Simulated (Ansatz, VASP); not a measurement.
# C: VASP beside Ansatz

```
C
1.0
     2.52553    0.00000    0.00000
     0.00000    3.57164    0.00000
     0.00000    0.00000   17.26280
C
4
Direct
  0.00000 0.33557 0.48295
  0.50000 0.16443 0.48295
  0.50000 0.83557 0.51705
  0.00000 0.66443 0.51705
```

Alike in both runs: functional PBE; k mesh 12 × 8 × 1; occupations fermi-dirac, width 0.02 eV; no spin polarisation.

Ansatz relaxed the structure, and its values are those at the end. VASP's run is a single point on that final structure, the one shown.

|  | VASP | Ansatz |
| --- | --- | --- |
| version | VASP 6.6.1 | Ansatz 0.2.0 |
| potentials or method | VASP PAW PBE potentials, release 64 (C) | PAW with Ansatz's default frozen-core files, scalar-relativistic |
| plane-wave cutoff (eV) | 520 | 420 |
| valence electrons in the cell | 16 | 16 |

VASP gave:

```
rms of the force components (eV/Å) : 0.019
```

Which values does Ansatz return?

rms of the force components (eV/Å): 0.000.

With one functional, cell and mesh, what is left measures potentials, basis and numerics. Ansatz's warnings: stress scf threshold loose.
